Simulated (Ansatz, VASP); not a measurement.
## TaN in VASP and in Ansatz

```
CELL_PARAMETERS angstrom
0.00000 2.17900 2.17900
4.35800 2.17900 2.17900
4.35800 4.35800 0.00000
ATOMIC_POSITIONS crystal
Ta 0.50000 0.50000 0.00000
Ta 0.50000 0.50000 0.50000
N 0.00000 0.00000 0.00000
N 0.00000 0.00000 0.50000
```

Alike in both runs: task single point; functional PBE; k mesh 7 × 7 × 7; occupations gaussian, width 0.05 eV; collinear spin; Hubbard terms Ta d U = 8.0 eV.

```csv
,VASP,Ansatz
version,VASP 6.6.1,Ansatz 0.2.0
potentials or method,"VASP PAW PBE potentials, release 64 (Ta_pv, N), cutoff 520 eV","scalar-relativistic, plane waves, PAW"
valence electrons in the cell,32,36
```

VASP gave:

| Property | Result |
| --- | --- |
| gap on the k mesh at the Fermi level (eV) | none |
| net moment per atom (μB) | 0.00 |
| size of the moment on the site where the two differ most (μB) | 0.00 |

Q: Which values does Ansatz return?

A: gap on the k mesh at the Fermi level (eV): none; net moment per atom (μB): 0.00; size of the moment on the site where the two differ most (μB): 0.82.

Site moments also hang on the region over which each program counts them. The programs project onto different local orbitals, so the same U acts differently, and such runs can settle in different states. A gap of «none» marks a metal or a gap that the smearing closes. VASP's potentials hold 32 valence electrons a cell and Ansatz's 36, so a difference there can come from the potentials and not from the codes. Ansatz's warnings: filled band counts differ across k points.

Spin-orbit coupling is off throughout.
